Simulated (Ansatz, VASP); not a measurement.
## Mg3ZnTe4 in VASP and in Ansatz

The input POSCAR:

```
Mg3ZnTe4
1.0
    4.5331767000      0.0000000000      0.0000000000
    0.0000000000      4.5331767000      0.0000000000
    0.0000000000      0.0000000000     12.9236883000
Mg Zn Te
3 1 4
Direct
    0.0000000000      0.0000000000      0.7566260000
    0.5000000000      0.5000000000      0.5000000000
    0.0000000000      0.0000000000      0.2433740000
    0.5000000000      0.5000000000      0.0000000000
    0.5000000000      0.0000000000      0.6283440000
    0.0000000000      0.5000000000      0.3716560000
    0.5000000000      0.0000000000      0.1148640000
    0.0000000000      0.5000000000      0.8851360000
```

INCAR.step1

```
SYSTEM = Mg3ZnTe4
PREC = Accurate
ENCUT = 520
ISMEAR = 0
SIGMA = 0.02
LREAL = .FALSE.
LASPH = .TRUE.
NELM = 80
NBANDS = 31
GGA = PE
ALGO = Normal
EDIFF = 1E-4
LWAVE = .TRUE.
LCHARG = .FALSE.
```

Contents of INCAR.step2:

```
SYSTEM = Mg3ZnTe4
PREC = Accurate
ENCUT = 520
EDIFF = 1E-6
ISMEAR = 0
SIGMA = 0.02
LREAL = .FALSE.
LASPH = .TRUE.
NELM = 80
ALGO = Normal
ISIF = 2
LWAVE = .FALSE.
LCHARG = .FALSE.
METAGGA = R2SCAN
LMIXTAU = .TRUE.
NBANDS = 31
ISTART = 1
```

Contents of KPOINTS:

```
Automatic mesh
0
G
  6 6 2
  0 0 0
```

Input for Ansatz:

```yaml
crystal:
  lattice:
    - [4.5331767, 0.0, 0.0]
    - [0.0, 4.5331767, 0.0]
    - [0.0, 0.0, 12.9236883]
  atoms:
    - { symbol: Mg, position: [0.0, 0.0, 0.756626] }
    - { symbol: Mg, position: [0.5, 0.5, 0.5] }
    - { symbol: Mg, position: [0.0, 0.0, 0.243374] }
    - { symbol: Zn, position: [0.5, 0.5, 0.0] }
    - { symbol: Te, position: [0.5, 0.0, 0.628344] }
    - { symbol: Te, position: [0.0, 0.5, 0.371656] }
    - { symbol: Te, position: [0.5, 0.0, 0.114864] }
    - { symbol: Te, position: [0.0, 0.5, 0.885136] }
basis:
  ecutwfc: 500
kpoints:
  mp_grid: { grid: [6, 6, 2] }
  band_path:
    path:
      - [[0.0, 0.0, 0.0], [0.0, 0.5, 0.0], [0.5, 0.5, 0.0], [0.0, 0.0, 0.0], [0.0, 0.0, 0.5], [0.0, 0.5, 0.5], [0.5, 0.5, 0.5], [0.0, 0.0, 0.5]]
      - [[0.0, 0.5, 0.0], [0.0, 0.5, 0.5]]
      - [[0.5, 0.5, 0.0], [0.5, 0.5, 0.5]]
    npoints: 14
hamiltonian:
  xc: r2scan
scf:
  occupations: { method: gaussian, width: 0.02 }
  n_extra_bands: 20
output:
  forces: true
  stress: true
  eigenvalues: true
  populations: true
  dos: { projected: true, de: 0.02, nscf_kmesh: { grid: [9, 9, 3] } }
  bader: true
```

Alike in both runs: task single point; functional r2SCAN; k mesh 6 × 6 × 2; occupations gaussian, width 0.02 eV; no spin polarisation.

|  | VASP | Ansatz |
| --- | --- | --- |
| version | VASP 6.6.1 | Ansatz 0.2.0 |
| potentials or method | VASP PAW PBE potentials, release 64 (Mg, Zn, Te), cutoff 520 eV | scalar-relativistic, plane waves, PAW |
| valence electrons in the cell | 42 | 106 |

Ansatz gave:

- gap on the k mesh at the Fermi level (eV): 2.37
- least direct gap on the mesh (eV): 2.37
- pressure (GPa): -0.9
- rms of the force components (eV/Å): 0.012

Estimate VASP's values.

gap on the k mesh at the Fermi level (eV): 2.36; least direct gap on the mesh (eV): 2.36; pressure (GPa): -0.9; rms of the force components (eV/Å): 0.007.

VASP's potentials were made for PBE, not for r2SCAN. Atom by atom the forces differ by 0.005 eV/Å (rms over components). VASP's potentials hold 42 valence electrons a cell and Ansatz's 106, so a difference there can come from the potentials and not from the codes.

Neither program's run includes spin-orbit coupling.
